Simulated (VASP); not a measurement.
# P (P2/m) in VASP: single point with r2SCAN

Aim: the single point of P with r2SCAN.

Program: VASP 6.6.1. These are calculated values, not measurements. Logs are shortened: lines on timing, memory, paths and dates and some standing lists are left out, and cuts for length are marked.

### 1 The cell of the first run

Symmetry: P2/m, No. 10, monoclinic system. The conventional cell has a = 2.425 Å, b = 2.439 Å, c = 4.852 Å, α = 90.00°, β = 90.24°, γ = 90.00°. P (site symmetry m) has 6 P at 2.42 to 2.44 Å within 3.2 Å.

This isn't the form of P at room conditions, which is orthorhombic.

### 2 Single point, r2SCAN

POSCAR

```
P
1.0
    2.4246940000      0.0000000000      0.0000000000
    0.0000000000      2.4385350000      0.0000000000
   -0.0203140000      0.0000000000      4.8524330000
P
2
Direct
    0.0000000000      0.0000000000      0.2505750000
    0.0000000000      0.0000000000      0.7494250000
```

INCAR.step1

```
SYSTEM = P
PREC     = Accurate       ! precision mode
ENCUT    = 520            ! plane-wave cutoff, eV
ISMEAR   = 1              ! smearing method
SIGMA    = 0.05           ! smearing width, eV
LREAL    = .FALSE.        ! projectors in reciprocal space
LASPH    = .TRUE.         ! aspherical terms in the spheres
NELM     = 80             ! most SCF steps
NBANDS   = 12             ! bands
GGA      = PE             ! functional
ALGO     = Normal         ! electronic algorithm
EDIFF    = 1E-4           ! SCF threshold, eV
LWAVE    = .TRUE.         ! write WAVECAR
LCHARG   = .FALSE.        ! write CHGCAR
```

INCAR.step2

```
SYSTEM = P
PREC     = Accurate       ! precision mode
ENCUT    = 520            ! plane-wave cutoff, eV
EDIFF    = 1E-7           ! SCF threshold, eV
ISMEAR   = 1              ! smearing method
SIGMA    = 0.05           ! smearing width, eV
LREAL    = .FALSE.        ! projectors in reciprocal space
LASPH    = .TRUE.         ! aspherical terms in the spheres
NELM     = 80             ! most SCF steps
ALGO     = Normal         ! electronic algorithm
ISIF     = 2              ! what is computed and relaxed
LWAVE    = .FALSE.        ! write WAVECAR
LCHARG   = .TRUE.         ! write CHGCAR
METAGGA  = R2SCAN         ! meta-GGA
LMIXTAU  = .TRUE.       
LELF     = .TRUE.         ! ELF
LVHAR    = .TRUE.       
NBANDS   = 12             ! bands
ISTART   = 1
```

KPOINTS

```
regular mesh
0
G
  8 8 4
  0 0 0
```

Potentials or basis: VASP PAW PBE potentials, release 64 (P).

On the command line:

```bash
cat potpaw_PBE.64/P/POTCAR > POTCAR
cp INCAR.step1 INCAR
mpirun -np 1 vasp_std > vasp.out
cp INCAR.step2 INCAR
mpirun -np 1 vasp_std > vasp.out
```

OUTCAR:

```text
SYSTEM = P
   PREC = Accurate
   ENCUT = 520
   EDIFF = 1E-7
   ISMEAR = 1
   LREAL = .FALSE.
   LASPH = .TRUE.
   NELM = 80
   ISIF = 2
   METAGGA = R2SCAN
   ISTART = 1

 ion  position               nearest neighbor table
   1  0.000  0.000  0.251-   2 2.42   2 2.43
   2  0.000  0.000  0.749-   1 2.42   1 2.43

  LATTYP: Found a simple monoclinic cell.
 ALAT       =     2.4246940000
 B/A-ratio  =     1.0057083492
 C/A-ratio  =     2.0012733651
 COS(beta)  =    -0.0041863168

  Lattice vectors:

 A1 = (   2.4246940000,   0.0000000000,   0.0000000000)
 A2 = (   0.0000000000,   2.4385350000,   0.0000000000)
 A3 = (  -0.0203140000,   0.0000000000,   4.8524330000)

Analysis of symmetry for initial positions (statically):
=====================================================================
 Subroutine PRICEL returns:
 Original cell was already a primitive cell.

 Routine SETGRP: Setting up the symmetry group for a
 simple monoclinic supercell.

 Subroutine GETGRP returns: Found  4 space group operations
 (whereof  4 operations were pure point group operations)
 out of a pool of  4 trial point group operations.

The static configuration has the point symmetry C_2h.

Analysis of symmetry for dynamics (positions and initial velocities):
=====================================================================
 Subroutine PRICEL returns:
 Original cell was already a primitive cell.

 Routine SETGRP: Setting up the symmetry group for a
 simple monoclinic supercell.

 Subroutine GETGRP returns: Found  4 space group operations
 (whereof  4 operations were pure point group operations)
 out of a pool of  4 trial point group operations.

The dynamic configuration has the point symmetry C_2h.

 Subroutine INISYM returns: Found  4 space group operations
 (whereof  4 operations are pure point group operations),
 and found     1 'primitive' translations

----------------------------------------------------------------------------------------

                                     Primitive cell

  volume of cell :      28.6910

  direct lattice vectors                    reciprocal lattice vectors
     2.424694000  0.000000000  0.000000000     0.412423176  0.000000000  0.001726549
     0.000000000  2.438535000  0.000000000     0.000000000  0.410082283  0.000000000
    -0.020314000  0.000000000  4.852433000     0.000000000  0.000000000  0.206082186

[... 90 lines left out ...]
   ISYM   =      2    0-nonsym 1-usesym 2-fastsym
   POTIM  = 0.5000    time-step for ionic-motion
   TEBEG  =    0.0;   TEEND  =   0.0 temperature during run
   PSTRESS=    0.0 pullay stress
   NELECT =      10.0000    total number of electrons
   NUPDOWN=      -1.0000    fix difference up-down
   EMIN   =  10.00;   EMAX   =-10.00  energy-range for DOS
   EFERMI =   0.00;   METHOD = LEGACY
   ISMEAR =     1;   SIGMA  =   0.05  broadening in eV -4-tet -1-fermi 0-gaus
   EFERMI_NEDOS =   21; number of points for ismear=-14 and -15
   IALGO  =     38    algorithm
   IMIX   =      4    mixing-type and parameters
     AMIX     =   0.40;   BMIX     =  1.00
     AMIX_MAG =   1.60;   BMIX_MAG =  1.00
  volume/ion in A,a.u.               =      14.35        96.81
  Fermi-wavevector in a.u.,A,eV,Ry     =   1.152108  2.177167 18.059716  1.327352
  Thomas-Fermi vector in A             =   2.288761
   LORBIT       =      0    0 simple, 1 ext, 2 COOP (PROOUT), +10 PAW based schemes
   METAGGA = R2SCAN    functional components
   LHFCALC =     F    Hartree Fock is set to
   AEXX    =    0.0000 exact exchange contribution
   IVDW    =     0    specifies the selected vdW correction
   LEPSILON=     F    determine dielectric tensor
   LRPA    =     F    only Hartree local field effects (RPA)
 non-spin polarized calculation
 Methfessel and Paxton  Order N= 1 SIGMA  =   0.05
  energy-cutoff  :      520.00
  volume of cell :       28.69
 maximum number of plane-waves:       793
   NGX =  9   NGY =  9   NGZ = 19

 number of electron       9.9999996 magnetization

 Free energy of the ion-electron system (eV)
  ---------------------------------------------------
  ext. energy  EPLUGINS =         0.00000000
  ---------------------------------------------------
  free energy    TOTEN  =       -17.56471928 eV

  energy without entropy =      -17.56437427  energy(sigma->0) =      -17.56460427

 E-fermi :   9.7057     XC(G=0): -11.9446

 val. band max:        9.6850736697   @ k =   0.2500   0.3750   0.2500
 cond. band min:       9.7114721852   @ k =   0.3750   0.1250   0.5000
 fundamental gap:      0.0263985154
 Fermi energy:         9.7057154124

 k-point     1 :       0.0000    0.0000    0.0000
  band No.  band energies     occupation
      1      -7.6762      2.00000
      2      -3.0395      2.00000
      3       0.6142      2.00000
      4      15.0710      0.00000
      5      15.2870      0.00000
      6      15.3321      0.00000
      7      16.9280      0.00000
      8      16.9888      0.00000
      9      18.1763      0.00000
     10      18.4227      0.00000
     11      19.6332      0.00000
     12      24.9017      0.00000
[... 331 lines left out ...]
 k-point    24 :       0.3750    0.5000    0.0000
  band No.  band energies     occupation
      1       0.2101      2.00000
      2       3.3385      2.00000
      3       5.3232      2.00000
      4       6.5108      2.00000
      5       6.6164      2.00000
      6       6.7303      2.00000
      7      11.1783      0.00000
      8      12.6716      0.00000
      9      13.9179      0.00000
     10      16.2912      0.00000
     11      16.3742      0.00000
     12      20.5629      0.00000

 [... further k-points ...]

------------------------ aborting loop because EDIFF is reached ----------------------------------------

  FORCE on cell =-STRESS in cart. coord.  units (eV):
  Direction    XX          YY          ZZ          XY          YZ          ZX
  --------------------------------------------------------------------------------------
  -------------------------------------------------------------------------------------
  Total       -0.2955310      0.6889480     -0.2285638      0.0000000      0.0000000     -0.1071525
  in kB      -16.5032005     38.4726014    -12.7635841      0.0000000      0.0000000     -5.9836691
  external PRESSURE =       3.0686056 kB  Pullay stress =       0.0000000 kB

 VOLUME and BASIS-vectors are now :
 -----------------------------------------------------------------------------
  energy-cutoff  :      520.00
  volume of cell :       28.69
      direct lattice vectors                 reciprocal lattice vectors
     2.424694000  0.000000000  0.000000000     0.412423176  0.000000000  0.001726549
     0.000000000  2.438535000  0.000000000     0.000000000  0.410082283  0.000000000
    -0.020314000  0.000000000  4.852433000     0.000000000  0.000000000  0.206082186

 POSITION                                       TOTAL-FORCE (eV/Angst)
 -----------------------------------------------------------------------------------
     -0.00509      0.00000      1.21590        -0.000722      0.000000      0.106519
     -0.01522      0.00000      3.63653         0.000722      0.000000     -0.106519
 -----------------------------------------------------------------------------------
    total drift:                                0.000000      0.000000     -0.000000

  FREE ENERGIE OF THE ION-ELECTRON SYSTEM (eV)
  ---------------------------------------------------
  free  energy   TOTEN  =       -17.5647192759 eV

  energy  without entropy=      -17.5643742658  energy(sigma->0) =      -17.56460427
```

OUTCAR.step1:

```text
SYSTEM = P
   PREC = Accurate
   ENCUT = 520
   ISMEAR = 1
   LREAL = .FALSE.
[... 587 lines left out ...]
     -0.00509      0.00000      1.21590        -0.000852      0.000000      0.119905
     -0.01522      0.00000      3.63653         0.000852      0.000000     -0.119905
 -----------------------------------------------------------------------------------
    total drift:                               -0.000000      0.000000     -0.000000

  FREE ENERGIE OF THE ION-ELECTRON SYSTEM (eV)
  ---------------------------------------------------
  free  energy   TOTEN  =       -10.4790226949 eV

  energy  without entropy=      -10.4786553943  energy(sigma->0) =      -10.47890026
```

Run time: 68 s. Hardware: 1 thread of Intel Xeon Platinum 8259CL at 2.50GHz (Skylake/Cascade Lake), shared host; peak memory 0.14 GiB.

Results:

```yaml
Free_energy: -17.5647 eV
Pressure: 0.3 GPa
Largest_force: 0.107 eV/Å
Band_gap_on_the_k_mesh: zero (bands 5 and 6 overlap by 10.75 eV)
```

Forces on the atoms (eV/Å):
```
P   -0.001  0.000  0.107
P    0.001  0.000 -0.107
```

Levels at points of the mesh, in eV from the Fermi level:
| k point | band 2 | band 3 | band 4 | band 5 | band 6 | band 7 | band 8 | band 9 |
| --- | --- | --- | --- | --- | --- | --- | --- | --- |
| (0.00, 0.00, 0.00) | -12.75 | -9.09 | 5.37 | 5.58 | 5.63 | 7.22 | 7.28 | 8.47 |
| (0.50, 0.00, 0.00) | -9.09 | -7.60 | -5.58 | -5.50 | 1.33 | 8.48 | 8.70 | 9.93 |
| (0.00, 0.50, 0.00) | -9.08 | -7.75 | -5.62 | -5.51 | 1.33 | 8.60 | 8.65 | 9.89 |
| (0.50, 0.50, 0.00) | -5.62 | -5.50 | -2.37 | -2.29 | -2.21 | -1.18 | 1.33 | 5.06 |
| (0.00, 0.00, 0.50) | -15.86 | -3.15 | -3.09 | 6.52 | 6.55 | 6.77 | 6.80 | 8.34 |
| (0.50, 0.00, 0.50) | -11.18 | -7.80 | -7.77 | 0.66 | 0.72 | 6.63 | 6.66 | 9.57 |
| (0.00, 0.50, 0.50) | -11.31 | -7.78 | -7.74 | 0.56 | 0.62 | 6.63 | 6.67 | 9.72 |
| (0.50, 0.50, 0.50) | -6.18 | -4.40 | -4.36 | -4.27 | -4.24 | 2.71 | 2.74 | 5.09 |

Caveat: the stress differs along the axes, from -2 to 4 GPa; the PAW data sets were made with another functional, which shifts forces and pressure a little.

The gap in the log of VASP goes by the Fermi energy; the results here count the filled bands.